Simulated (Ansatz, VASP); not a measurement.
One calculation of SnO2, two programs

Contents of INCAR:

```
SYSTEM = SnO2
ALGO = Normal
EDIFF = 1E-7
ENCUT = 520
GGA = CA
ISIF = 2
ISMEAR = 0
LASPH = .TRUE.
LCHARG = .FALSE.
LREAL = .FALSE.
LWAVE = .FALSE.
NBANDS = 20
NELM = 100
PREC = Accurate
SIGMA = 0.05
```

The input KPOINTS:

```
k-points
0
G
  12 12 12
  0 0 0
```

File POSCAR:

```
SnO2
1.0
    1.6039156916      0.8982405216      4.0813809037
   -1.6039156916      0.8982405216      4.0813809037
    0.0000000000     -1.7964810432      4.0813809037
Sn O
1 2
Direct
    0.5000000000      0.5000000000      0.5000000000
    0.2451905456      0.2451905456      0.2451905456
    0.7548094544      0.7548094544      0.7548094544
```

Input for Ansatz:

```yaml
crystal:
  lattice:
    - [1.6039156916, 0.8982405216, 4.0813809037]
    - [-1.6039156916, 0.8982405216, 4.0813809037]
    - [0.0, -1.7964810432, 4.0813809037]
  atoms:
    - { symbol: Sn, position: [0.5, 0.5, 0.5] }
    - { symbol: O, position: [0.2451905456, 0.2451905456, 0.2451905456] }
    - { symbol: O, position: [0.7548094544, 0.7548094544, 0.7548094544] }
basis:
  ecutwfc: 420
kpoints:
  mp_grid: { grid: [12, 12, 12] }
hamiltonian:
  xc: lda
scf:
  occupations: { method: gaussian, width: 0.05 }
output:
  forces: true
  stress: true
  eigenvalues: true
```

Change from the starting cell: strain -0.0300 x Voigt [0, 1, 0, 0, 0, 0], atoms carried along.

Alike in both runs: task single point; functional LDA; k mesh 12 × 12 × 12; occupations gaussian, width 0.05 eV; no spin polarisation.

|  | VASP | Ansatz |
| --- | --- | --- |
| version | VASP 6.6.1 | Ansatz 0.2.0 |
| potentials or method | VASP PAW LDA potentials, release 64 (Sn_d, O), cutoff 520 eV | scalar-relativistic, plane waves, PAW |
| valence electrons in the cell | 26 | 26 |

```tsv
	VASP	Ansatz	Ansatz less VASP
gap on the k mesh at the Fermi level (eV)	1.91	1.91	-0.004
least direct gap on the mesh (eV)	1.94	1.92	-0.011
pressure (GPa)	8.8	7.6	-1.16
traceless stress, the component that is largest in VASP (GPa)	6.25	5.81	-0.444
rms of the force components (eV/Å)	0.201	0.166	-0.0344
```

LDA's correlation is that of Perdew and Zunger in VASP and of Perdew and Wang (1992) in Ansatz. Atom by atom the forces differ by 0.035 eV/Å (rms over components).
